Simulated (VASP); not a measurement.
# MgS (Imm2) in VASP: notebook, part 2 of 2

VASP 6.6.1. Earlier steps stand in the parts before.

## (3) Single point, PBE (all Mg atoms moved +0.062 Å, as atom 1 along Cartesian [1 1 0])

The input, INCAR:

```
  ALGO = Normal
  EDIFF = 1E-7
  ENCUT = 520
  GGA = PE
  ISIF = 2
  ISMEAR = 0
  LASPH = T
  LCHARG = F
  LREAL = F
  LWAVE = F
  NBANDS = 11
  NELM = 60
  PREC = Accurate
  SIGMA = 0.05
```

The input, KPOINTS:

```
k-points
0
Gamma
  8 8 8
```

The input, POSCAR:

```
MgS
1.0
    0.0000000000      2.6016500000      2.6016500000
    2.6016500000      0.0000000000      2.6016500000
    2.6016500000      2.6016500000      0.0000000000
Mg S
1 1
Direct
    0.0000000000      0.0000000000      0.0169869790
    0.5000000000      0.5000000000      0.5000000000
```

Potentials or basis: VASP PAW PBE potentials, release 64 (Mg, S).

Started as:

```
cat potpaw_PBE.64/Mg/POTCAR potpaw_PBE.64/S/POTCAR > POTCAR
mpirun -np 1 vasp_std > vasp.out
```

OUTCAR:

```text
EDIFF = 1E-7
   ENCUT = 520
   GGA = PE
   ISIF = 2
   ISMEAR = 0
   LASPH = T
   LREAL = F
   NELM = 60
   PREC = Accurate

 ion  position               nearest neighbor table
   1  0.000  0.000  0.017-   2 2.56   2 2.56   2 2.60   2 2.60   2 2.65   2 2.65
   2  0.500  0.500  0.500-   1 2.56   1 2.56   1 2.60   1 2.60   1 2.65   1 2.65

  LATTYP: Found a face centered cubic cell.
 ALAT       =     5.2033000000

  Lattice vectors:

 A1 = (   0.0000000000,   2.6016500000,   2.6016500000)
 A2 = (   2.6016500000,   0.0000000000,   2.6016500000)
 A3 = (   2.6016500000,   2.6016500000,   0.0000000000)

Analysis of symmetry for initial positions (statically):
=====================================================================
 Subroutine PRICEL returns:
 Original cell was already a primitive cell.

 Routine SETGRP: Setting up the symmetry group for a
 face centered cubic supercell.

 Subroutine GETGRP returns: Found  4 space group operations
 (whereof  4 operations were pure point group operations)
 out of a pool of 48 trial point group operations.

The static configuration has the point symmetry C_2v.

Analysis of symmetry for dynamics (positions and initial velocities):
=====================================================================
 Subroutine PRICEL returns:
 Original cell was already a primitive cell.

 Routine SETGRP: Setting up the symmetry group for a
 face centered cubic supercell.

 Subroutine GETGRP returns: Found  4 space group operations
 (whereof  4 operations were pure point group operations)
 out of a pool of 48 trial point group operations.

The dynamic configuration has the point symmetry C_2v.

 Subroutine INISYM returns: Found  4 space group operations
 (whereof  4 operations are pure point group operations),
 and found     1 'primitive' translations

----------------------------------------------------------------------------------------

                                     Primitive cell

  volume of cell :      35.2190
[... 116 lines left out ...]
   AEXX    =    0.0000 exact exchange contribution
   IVDW    =     0    specifies the selected vdW correction
   LEPSILON=     F    determine dielectric tensor
   LRPA    =     F    only Hartree local field effects (RPA)
 non-spin polarized calculation
 Gauss-broadening in eV      SIGMA  =   0.05
  energy-cutoff  :      520.00
  volume of cell :       35.22
 maximum number of plane-waves:       960
   NGX = 13   NGY = 13   NGZ = 13

 number of electron       8.0000000 magnetization

 Free energy of the ion-electron system (eV)
  ---------------------------------------------------
  ext. energy  EPLUGINS =         0.00000000
  ---------------------------------------------------
  free energy    TOTEN  =        -8.49640888 eV

  energy without entropy =       -8.49640888  energy(sigma->0) =       -8.49640888

 E-fermi :   3.9990     XC(G=0):  -9.6872

 val. band max:        3.7245797054   @ k =   0.0000   0.0000   0.0000
 cond. band min:       6.5009368648   @ k =   0.5000   0.5000   0.0000
 fundamental gap:      2.7763571595
 Fermi energy:         3.9989926862

 k-point     1 :       0.0000    0.0000    0.0000
  band No.  band energies     occupation
      1      -8.9429      2.00000
      2       3.7180      2.00000
      3       3.7245      2.00000
      4       3.7246      2.00000
      5       7.4338      0.00000
      6      11.6776      0.00000
      7      11.6780      0.00000
      8      11.6837      0.00000
      9      14.0799      0.00000
     10      14.0853      0.00000
     11      16.2553      0.00000
[... 309 lines left out ...]
 k-point    24 :      -0.3750    0.1250    0.0000
  band No.  band energies     occupation
      1      -7.6757      2.00000
      2      -0.6798      2.00000
      3       2.3711      2.00000
      4       3.1170      2.00000
      5       9.0692      0.00000
      6      10.2006      0.00000
      7      11.0660      0.00000
      8      13.5765      0.00000
      9      15.7223      0.00000
     10      16.1895      0.00000
     11      18.4778      0.00000

 [... further k-points ...]

------------------------ aborting loop because EDIFF is reached ----------------------------------------

  FORCE on cell =-STRESS in cart. coord.  units (eV):
  Direction    XX          YY          ZZ          XY          YZ          ZX
  --------------------------------------------------------------------------------------
  -------------------------------------------------------------------------------------
  Total        0.2356914      0.2356914      0.1823501     -0.0063578      0.0000000      0.0000000
  in kB       10.7220461     10.7220461      8.2954493     -0.2892290      0.0000000      0.0000000
  external PRESSURE =       9.9131805 kB  Pullay stress =       0.0000000 kB

 VOLUME and BASIS-vectors are now :
 -----------------------------------------------------------------------------
  energy-cutoff  :      520.00
  volume of cell :       35.22
      direct lattice vectors                 reciprocal lattice vectors
     0.000000000  2.601650000  2.601650000    -0.192185728  0.192185728  0.192185728
     2.601650000  0.000000000  2.601650000     0.192185728 -0.192185728  0.192185728
     2.601650000  2.601650000  0.000000000     0.192185728  0.192185728 -0.192185728

 POSITION                                       TOTAL-FORCE (eV/Angst)
 -----------------------------------------------------------------------------------
      0.04419      0.04419      0.00000        -0.124196     -0.124196      0.000000
      2.60165      2.60165      2.60165         0.124196      0.124196      0.000000
 -----------------------------------------------------------------------------------
    total drift:                               -0.000038     -0.000038     -0.000000

  FREE ENERGIE OF THE ION-ELECTRON SYSTEM (eV)
  ---------------------------------------------------
  free  energy   TOTEN  =        -8.4964088751 eV

  energy  without entropy=       -8.4964088751  energy(sigma->0) =       -8.49640888
```

OSZICAR:

```text
N       E                     dE             d eps       ncg     rms          rms(c)
DAV:   1     0.218213025492E+02    0.21821E+02   -0.36524E+03  2210   0.597E+02
DAV:   2    -0.747926075300E+01   -0.29301E+02   -0.27744E+02  2625   0.100E+02
DAV:   3    -0.889431285525E+01   -0.14151E+01   -0.14114E+01  2554   0.230E+01
DAV:   4    -0.890348060867E+01   -0.91678E-02   -0.91669E-02  2471   0.220E+00
DAV:   5    -0.890355836202E+01   -0.77753E-04   -0.77753E-04  2658   0.202E-01    0.442E+00
DAV:   6    -0.853686369018E+01    0.36669E+00   -0.79087E-01  2389   0.351E+00    0.345E+00
DAV:   7    -0.849660871064E+01    0.40255E-01   -0.22040E-01  2532   0.203E+00    0.228E+00
DAV:   8    -0.849670858046E+01   -0.99870E-04   -0.15187E-02  2315   0.745E-01    0.102E+00
DAV:   9    -0.849639558281E+01    0.31300E-03   -0.86824E-04  2414   0.169E-01    0.347E-01
DAV:  10    -0.849641323923E+01   -0.17656E-04   -0.24078E-04  2481   0.716E-02    0.516E-02
DAV:  11    -0.849640889733E+01    0.43419E-05   -0.23237E-05  2480   0.210E-02    0.173E-02
DAV:  12    -0.849640887507E+01    0.22260E-07   -0.76483E-07  2535   0.542E-03
   1 F= -.84964089E+01 E0= -.84964089E+01  d E =-.101594E-16
```

stdout:

```text
POSCAR found type information on POSCAR MgS
 POSCAR found :  2 types and       2 ions
 scaLAPACK will be used
 LDA part: xc-table for (Slater+PW92), standard interpolation
 POSCAR, INCAR and KPOINTS ok, starting setup
 FFT: planning ... GRIDC
 FFT: planning ... GRID_SOFT
 FFT: planning ... GRID
 WAVECAR not read
 entering main loop
```

Wall time 53 s (1 thread of Intel Xeon 8259CL, shared host); peak memory 0.18 GiB.

Results:

```yaml
Free_energy: -8.4964 eV
Pressure: 1.0 GPa
Largest_force: 0.176 eV/Å
Band_gap_on_the_k_mesh: 2.78 eV, indirect (least direct gap 3.71 eV)
```

Forces on the atoms (eV/Å):
```
Mg  -0.124 -0.124  0.000
S    0.124  0.124  0.000
```

Stress tensor (GPa, compression positive):
```
 1.07 -0.03  0.00
-0.03  1.07  0.00
 0.00  0.00  0.83
```

Caveat: the cell differs from its parent crystal (all Mg atoms moved +0.062 Å, as atom 1 along Cartesian [1 1 0]). A k mesh can miss the band edges.
